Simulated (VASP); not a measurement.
# NaCu12 in VASP: notebook

The runs below take NaCu12 through relaxation of the atoms, single point, with PBE.

Everything below comes from runs of VASP 6.6.1. Logs are shortened: lines on timing, memory, paths and dates and some standing lists are left out, and cuts for length are marked.

**1. The cell of the first run**

The cell holds a slab with vacuum, 13 atoms: a = 5.132 Å, b = 5.132 Å, c = 19.028 Å, α = 90.00°, β = 90.00°, γ = 90.00°.

**2. Relaxation of the atoms, PBE**

File INCAR:

```
PREC     = Accurate       # precision mode
ENCUT    = 520            # plane-wave cutoff, eV
EDIFF    = 1E-7           # SCF threshold, eV
ISMEAR   = 0              # smearing method
SIGMA    = 0.1            # smearing width, eV
LREAL    = F              # projectors in reciprocal space
LASPH    = T              # aspherical terms in the spheres
NELM     = 120            # most SCF steps
ALGO     = Normal         # electronic algorithm
ISIF     = 2              # what is computed and relaxed
LWAVE    = F              # write WAVECAR
LCHARG   = F              # write CHGCAR
LDIPOL   = T            
IDIPOL   = 3            
DIPOL    = 0.5 0.5 0.320
GGA      = PE             # functional
IBRION   = 2              # ionic algorithm
NSW      = 36             # ionic steps
EDIFFG   = -0.025         # ionic threshold
GGA_COMPAT= F            
NELMIN   = 4            
NELMDL   = -8           
KPAR     = 4
```

File KPOINTS:

```
Automatic mesh
0
Gamma
  5 5 1
```

File POSCAR:

```
NaCu12
1.0
    5.1319544654      0.0000000000      0.0000000000
    0.0000000000      5.1319544654      0.0000000000
    0.0000000000      0.0000000000     19.0279314150
Cu Na
12 1
Selective dynamics
Direct
    0.2500000000      0.2500000000      0.2102172807  F F F
    0.2500000000      0.7500000000      0.2102172807  F F F
    0.7500000000      0.2500000000      0.2102172807  F F F
    0.7500000000      0.7500000000      0.2102172807  F F F
    0.0000000000      0.0000000000      0.3029241254  F F F
    0.0000000000      0.5000000000      0.3029241254  F F F
    0.5000000000      0.0000000000      0.3029241254  F F F
    0.5000000000      0.5000000000      0.3029241254  F F F
    0.2500000000      0.2500000000      0.3956253179  F F F
    0.2500000000      0.7500000000      0.3956253179  F F F
    0.7500000000      0.2500000000      0.3956253179  F F F
    0.7500000000      0.7500000000      0.3956253179  F F F
    0.4166666667      0.4166666667      0.5191518894  F F T
```

Potentials or basis: VASP PAW PBE potentials, release 64 (Cu, Na_pv).

The run is started by

```
$ cat potpaw_PBE.64/Cu/POTCAR potpaw_PBE.64/Na_pv/POTCAR > POTCAR
$ mpirun -np 4 vasp_std > vasp.out
```

OUTCAR:

```text
PREC = Accurate
   ENCUT = 520
   EDIFF = 1E-7
   ISMEAR = 0
   LREAL = F
   LASPH = T
   NELM = 120
   ISIF = 2
   GGA = PE
   IBRION = 2
   NSW = 36
   EDIFFG = -0.025
   NELMIN = 4
   NELMDL = -8

 ion  position               nearest neighbor table
   1  0.250  0.250  0.210-   5 2.53   6 2.53   7 2.53   8 2.53   2 2.57   3 2.57   2 2.57   3 2.57

   2  0.250  0.750  0.210-   5 2.53   6 2.53   7 2.53   8 2.53   1 2.57   4 2.57   1 2.57   4 2.57

   3  0.750  0.250  0.210-   5 2.53   6 2.53   7 2.53   8 2.53   1 2.57   4 2.57   4 2.57   1 2.57
[... 15 lines left out ...]
  11  0.750  0.250  0.396-   5 2.53   6 2.53   7 2.53   8 2.53   9 2.57  12 2.57  12 2.57   9 2.57

  12  0.750  0.750  0.396-   5 2.53   6 2.53   7 2.53   8 2.53  10 2.57  11 2.57  11 2.57  10 2.57

  13  0.417  0.417  0.519-   9 2.64

  LATTYP: Found a simple tetragonal cell.
 ALAT       =     5.1319544654
 C/A-ratio  =     3.7077358233

  Lattice vectors:

 A1 = (   5.1319544654,   0.0000000000,   0.0000000000)
 A2 = (   0.0000000000,   5.1319544654,   0.0000000000)
 A3 = (   0.0000000000,   0.0000000000,  19.0279314150)

Analysis of symmetry for initial positions (statically):
=====================================================================
 Subroutine PRICEL returns:
 Original cell was already a primitive cell.

 Routine SETGRP: Setting up the symmetry group for a
 simple tetragonal supercell.

 Subroutine GETGRP returns: Found  2 space group operations
 (whereof  2 operations were pure point group operations)
 out of a pool of 16 trial point group operations.

The static configuration has the point symmetry C_1h.

Analysis of symmetry for dynamics (positions and initial velocities):
=====================================================================
 Subroutine PRICEL returns:
 Original cell was already a primitive cell.

 Routine SETGRP: Setting up the symmetry group for a
 simple tetragonal supercell.

 Subroutine GETGRP returns: Found  2 space group operations
 (whereof  2 operations were pure point group operations)
 out of a pool of 16 trial point group operations.

The dynamic configuration has the point symmetry C_1h.

Analysis of constrained symmetry for selective dynamics:
=====================================================================
 Subroutine PRICEL returns:
 Original cell was already a primitive cell.

 Routine SETGRP: Setting up the symmetry group for a
 simple tetragonal supercell.

 Subroutine GETGRP returns: Found  2 space group operations
 (whereof  2 operations were pure point group operations)
 out of a pool of 16 trial point group operations.

The constrained configuration has the point symmetry C_1h.

 Subroutine INISYM returns: Found  2 space group operations
 (whereof  2 operations are pure point group operations),
 and found     1 'primitive' translations

----------------------------------------------------------------------------------------

                                     Primitive cell

  volume of cell :     501.1378

  direct lattice vectors                    reciprocal lattice vectors
     5.131954465  0.000000000  0.000000000     0.194857536  0.000000000  0.000000000
     0.000000000  5.131954465  0.000000000     0.000000000  0.194857536  0.000000000
     0.000000000  0.000000000 19.027931415     0.000000000  0.000000000  0.052554320

  length of vectors
     5.131954465  5.131954465 19.027931415     0.194857536  0.194857536  0.052554320

  position of ions in fractional coordinates (direct lattice)
     0.250000000  0.250000000  0.210217281
     0.250000000  0.750000000  0.210217281
     0.750000000  0.250000000  0.210217281
     0.750000000  0.750000000  0.210217281
     0.000000000  0.000000000  0.302924125
     0.000000000  0.500000000  0.302924125
     0.500000000  0.000000000  0.302924125
     0.500000000  0.500000000  0.302924125
     0.250000000  0.250000000  0.395625318
     0.250000000  0.750000000  0.395625318
     0.750000000  0.250000000  0.395625318
     0.750000000  0.750000000  0.395625318
     0.416666667  0.416666667  0.519151889

  ion indices of the primitive-cell ions
   primitive index   ion index
                 1           1
                 2           2
                 3           3
                 4           4
                 5           5
                 6           6
                 7           7
                 8           8
                 9           9
                10          10
                11          11
                12          12
                13          13

----------------------------------------------------------------------------------------

 KPOINTS: Automatic mesh

Automatic generation of k-mesh.
 Grid dimensions read from file:
 generate k-points for:    5    5    1

 Generating k-lattice:

  Cartesian coordinates                     Fractional coordinates (reciprocal lattice)
     0.038971507  0.000000000  0.000000000     0.200000000  0.000000000  0.000000000
     0.000000000  0.038971507  0.000000000     0.000000000  0.200000000  0.000000000
     0.000000000  0.000000000  0.052554320     0.000000000  0.000000000  1.000000000

  Length of vectors
     0.038971507  0.038971507  0.052554320

  Shift w.r.t. Gamma in fractional coordinates (k-lattice)
     0.000000000  0.000000000  0.000000000

 Subroutine IBZKPT returns following result:
 ===========================================

 Found      9 irreducible k-points:

 Following reciprocal coordinates:
            Coordinates               Weight
  0.000000  0.000000  0.000000      1.000000
  0.200000  0.000000  0.000000      4.000000
  0.400000  0.000000  0.000000      4.000000
  0.200000  0.200000  0.000000      2.000000
 -0.200000  0.200000  0.000000      2.000000
  0.400000  0.200000  0.000000      4.000000
 -0.200000  0.400000  0.000000      4.000000
  0.400000  0.400000  0.000000      2.000000
 -0.400000  0.400000  0.000000      2.000000
   k-points           NKPTS =      9   k-points in BZ     NKDIM =      9   number of bands    NBANDS=     83
   number of dos      NEDOS =    301   number of ions     NIONS =     13
   total plane-waves  NPLWV = 230400
   dimension x,y,z NGX =    40 NGY =   40 NGZ =  144
   dimension x,y,z NGXF=    80 NGYF=   80 NGZF=  288
   ions per type =              12   1
   NGX,Y,Z   is equivalent  to a cutoff of  12.96, 12.96, 12.58 a.u.
   NGXF,Y,Z  is equivalent  to a cutoff of  25.92, 25.92, 25.16 a.u.
 SYSTEM =  unknown system
   PREC   = accura    normal or accurate (medium, high low for compatibility)
   ISTART =      0    job   : 0-new  1-cont  2-samecut
   ICHARG =      2    charge: 1-file 2-atom 10-const
   ISPIN  =      1    spin polarized calculation?
   LNONCOLLINEAR =      F non collinear calculations
   LSORBIT =      F    spin-orbit coupling
   LASPH  =      T    aspherical Exc in radial PAW
   ENCUT  =  520.0 eV  38.22 Ry    6.18 a.u.   9.54  9.54 35.38*2*pi/ulx,y,z
   NELM   =    120;   NELMIN=  4; NELMDL= -8     # of ELM steps
   EDIFF  = 0.1E-06   stopping-criterion for ELM
   LREAL  =      F    real-space projection
   EDIFFG = -.3E-01   stopping-criterion for IOM
   NSW    =     36    number of steps for IOM
   IBRION =      2    ionic relax: 0-MD 1-quasi-New 2-CG
   NFREE  =      1    steps in history (QN), initial steepest desc. (CG)
   ISIF   =      2    stress and relaxation
   ISYM   =      2    0-nonsym 1-usesym 2-fastsym
   POTIM  = 0.5000    time-step for ionic-motion
   TEBEG  =    0.0;   TEEND  =   0.0 temperature during run
   PSTRESS=    0.0 pullay stress
   NELECT =     139.0000    total number of electrons
   NUPDOWN=      -1.0000    fix difference up-down
   EMIN   =  10.00;   EMAX   =-10.00  energy-range for DOS
   EFERMI =   0.00;   METHOD = LEGACY
   ISMEAR =     0;   SIGMA  =   0.10  broadening in eV -4-tet -1-fermi 0-gaus
   EFERMI_NEDOS =   21; number of points for ismear=-14 and -15
   IALGO  =     38    algorithm
   IMIX   =      4    mixing-type and parameters
     AMIX     =   0.40;   BMIX     =  1.00
     AMIX_MAG =   1.60;   BMIX_MAG =  1.00
  volume/ion in A,a.u.               =      38.55       260.14
  Fermi-wavevector in a.u.,A,eV,Ry     =   1.067646  2.017559 15.508852  1.139868
  Thomas-Fermi vector in A             =   2.203269
   LORBIT       =      0    0 simple, 1 ext, 2 COOP (PROOUT), +10 PAW based schemes
   GGA     = PE    functional components
   LHFCALC =     F    Hartree Fock is set to
   AEXX    =    0.0000 exact exchange contribution
   IVDW    =     0    specifies the selected vdW correction
   LEPSILON=     F    determine dielectric tensor
   LRPA    =     F    only Hartree local field effects (RPA)
 conjugate gradient relaxation of ions
 non-spin polarized calculation
 Gauss-broadening in eV      SIGMA  =   0.10
  energy-cutoff  :      520.00
  volume of cell :      501.14
 maximum number of plane-waves:     13595
 NGX is ok and might be reduce to    40
   NGX = 19   NGY = 19   NGZ = 71

--------------------------------------- Ionic step        1  -------------------------------------------

 number of electron     138.9999786 magnetization

 Free energy of the ion-electron system (eV)
  ---------------------------------------------------
  ext. energy  EPLUGINS =         0.00000000
  ---------------------------------------------------
  free energy    TOTEN  =       -41.78368243 eV

  energy without entropy =      -41.75395394  energy(sigma->0) =      -41.76881818

------------------------ aborting loop because EDIFF is reached ----------------------------------------

  FORCE on cell =-STRESS in cart. coord.  units (eV):
  Direction    XX          YY          ZZ          XY          YZ          ZX
  --------------------------------------------------------------------------------------
  -------------------------------------------------------------------------------------
  Total       -4.4579251     -4.4579251      1.2430697      0.0464587      0.3286498      0.3286497
  in kB      -14.2523404    -14.2523404      3.9741926      0.1485320      1.0507195      1.0507191
  external PRESSURE =      -8.1768294 kB  Pullay stress =       0.0000000 kB
[... 128 lines left out ...]
--------------------------------------- Ionic step        4  -------------------------------------------

 number of electron     138.9999783 magnetization

 dipolmoment           0.000000      0.000000     -0.384301 electrons x Angstroem

 Free energy of the ion-electron system (eV)
  ---------------------------------------------------
  ext. energy  EPLUGINS =         0.00000000
  ---------------------------------------------------
  free energy    TOTEN  =       -41.78440098 eV

  energy without entropy =      -41.75521558  energy(sigma->0) =      -41.76980828

 E-fermi :  -0.0405     XC(G=0):  -5.1374

 val. band max:       -0.0972893134   @ k =   0.0000   0.0000   0.0000
 cond. band min:      -0.0384625327   @ k =   0.2000   0.0000   0.0000
 fundamental gap:      0.0588267807
 Fermi energy:        -0.0405321062

 k-point     1 :       0.0000    0.0000    0.0000
  band No.  band energies     occupation
      1     -25.2588      2.00000
      2     -25.2350      2.00000
      3     -25.2337      2.00000
      4      -8.4549      2.00000
      5      -5.9483      2.00000
      6      -4.9212      2.00000
[... 745 lines left out ...]
     80       4.4461      0.00000
     81       4.6821      0.00000
 [bands above 81 left out]

------------------------ aborting loop because EDIFF is reached ----------------------------------------

 vacuum level on the upper side and lower side of the slab       (xc-potential included)        -1.753         0.945

  FORCE on cell =-STRESS in cart. coord.  units (eV):
  Direction    XX          YY          ZZ          XY          YZ          ZX
  --------------------------------------------------------------------------------------
  -------------------------------------------------------------------------------------
  Total       -4.5168787     -4.5168787      1.0279999      0.0415779      0.3019065      0.3019065
  in kB      -14.4408197    -14.4408197      3.2865974      0.1329280      0.9652190      0.9652190
  external PRESSURE =      -8.5316807 kB  Pullay stress =       0.0000000 kB
[... 28 lines left out ...]
  FREE ENERGIE OF THE ION-ELECTRON SYSTEM (eV)
  ---------------------------------------------------
  free  energy   TOTEN  =       -41.7844009817 eV

  energy  without entropy=      -41.7552155760  energy(sigma->0) =      -41.76980828

 reached required accuracy - stopping structural energy minimisation

 vacuum level on the upper side and lower side of the slab         1.404         4.177
```

Wall time 14 min (4 MPI ranks of Intel Xeon Platinum 8259CL at 2.50GHz (Skylake/Cascade Lake), shared host); peak memory 0.73 GiB.

Results:

* Free energy: -41.7844 eV
* Energy gained by relaxing: 0.1 meV/atom
* Ionic steps: 4
* Band gap on the k mesh: zero (an odd number of electrons rules out a gap without spin polarisation)

Step by step:
```
step  energy change (eV)  largest force on free atoms (eV/Å)  pressure (GPa)
   1              0.0000                              0.0636           -0.82
   2             -0.0002                              0.0552           -0.82
   3             -0.0006                              0.0315           -0.84
   4             -0.0007                              0.0147           -0.85
```

Final structure:
```cif
data_structure
_symmetry_space_group_name_H-M 'P 1'
_symmetry_Int_Tables_number 1
_cell_length_a 5.1320
_cell_length_b 5.1320
_cell_length_c 19.0279
_cell_angle_alpha 90.000
_cell_angle_beta 90.000
_cell_angle_gamma 90.000
_cell_volume 501.14
loop_
_atom_site_label
_atom_site_type_symbol
_atom_site_fract_x
_atom_site_fract_y
_atom_site_fract_z
_atom_site_occupancy
Cu1 Cu 0.25000 0.25000 0.21022 1
Cu2 Cu 0.25000 0.75000 0.21022 1
Cu3 Cu 0.75000 0.25000 0.21022 1
Cu4 Cu 0.75000 0.75000 0.21022 1
Cu5 Cu 0.00000 0.00000 0.30292 1
Cu6 Cu 0.00000 0.50000 0.30292 1
Cu7 Cu 0.50000 0.00000 0.30292 1
Cu8 Cu 0.50000 0.50000 0.30292 1
Cu9 Cu 0.25000 0.25000 0.39563 1
Cu10 Cu 0.25000 0.75000 0.39563 1
Cu11 Cu 0.75000 0.25000 0.39563 1
Cu12 Cu 0.75000 0.75000 0.39563 1
Na1 Na 0.41667 0.41667 0.52077 1
```

Levels at points of the mesh, in eV from the Fermi level:
```
           k point  band 68  band 69  band 70  band 71  band 72  band 73
(0.00, 0.00, 0.00)    -0.23    -0.21    -0.16    -0.06    -0.06     0.18
```

**3. Relaxation of the atoms, PBE**

File INCAR:

```
SYSTEM = NaCu12
PREC     = Accurate       ! precision mode
ENCUT    = 520            ! plane-wave cutoff, eV
EDIFF    = 1E-7           ! SCF threshold, eV
ISMEAR   = 0              ! smearing method
SIGMA    = 0.1            ! smearing width, eV
LREAL    = .FALSE.        ! projectors in reciprocal space
LASPH    = .TRUE.         ! aspherical terms in the spheres
NELM     = 120            ! most SCF steps
ALGO     = Normal         ! electronic algorithm
ISIF     = 2              ! what is computed and relaxed
LWAVE    = .FALSE.        ! write WAVECAR
LCHARG   = .FALSE.        ! write CHGCAR
LDIPOL   = .TRUE.       
IDIPOL   = 3            
DIPOL    = 0.5 0.5 0.320
GGA      = PE             ! functional
IBRION   = 2              ! ionic algorithm
NSW      = 36             ! ionic steps
EDIFFG   = -0.025         ! ionic threshold
GGA_COMPAT= .FALSE.      
NELMIN   = 4            
NELMDL   = -8           
KPAR     = 4
```

File KPOINTS:

```
regular mesh
0
G
  5 5 1
  0 0 0
```

Changes to POSCAR since step 2:

```diff
@@ -21,2 +21,2 @@
     0.7500000000      0.7500000000      0.3956253179  F F F
-    0.4166666667      0.4166666667      0.5191518894  F F T
+    0.3333333333      0.3333333333      0.5275029584  F F T
```

Potentials or basis: VASP PAW PBE potentials, release 64 (Cu, Na_pv).

The run is started by

```
$ cat potpaw_PBE.64/Cu/POTCAR potpaw_PBE.64/Na_pv/POTCAR > POTCAR
$ mpirun -np 4 vasp_std > vasp.out
```

Wall time 14 min (4 MPI ranks of Intel Xeon Platinum 8259CL at 2.50GHz (Skylake/Cascade Lake), shared host); peak memory 0.67 GiB.

Results (log left out):

```
Free energy            : -41.6774 eV
Band gap on the k mesh : zero (an odd number of electrons rules out a gap without spin polarisation)
```

Final structure:
```
CELL_PARAMETERS angstrom
5.13195 0.00000 0.00000
0.00000 5.13195 0.00000
0.00000 0.00000 19.02793
ATOMIC_POSITIONS crystal
Cu 0.25000 0.25000 0.21022
Cu 0.25000 0.75000 0.21022
Cu 0.75000 0.25000 0.21022
Cu 0.75000 0.75000 0.21022
Cu 0.00000 0.00000 0.30292
Cu 0.00000 0.50000 0.30292
Cu 0.50000 0.00000 0.30292
Cu 0.50000 0.50000 0.30292
Cu 0.25000 0.25000 0.39563
Cu 0.25000 0.75000 0.39563
Cu 0.75000 0.25000 0.39563
Cu 0.75000 0.75000 0.39563
Na 0.33333 0.33333 0.52750
```

Levels at points of the mesh, in eV from the Fermi level:
```tsv
k point	band 66	band 67	band 68	band 69	band 70	band 71	band 72	band 73	band 74	band 75
(0.00, 0.00, 0.00)	-1.13	-0.23	-0.22	-0.18	-0.17	-0.06	-0.06	0.09	1.19	2.63
```

Caveat: the relaxation stopped at its first step, so nothing moved.

(Continued in part 2 of 2.)
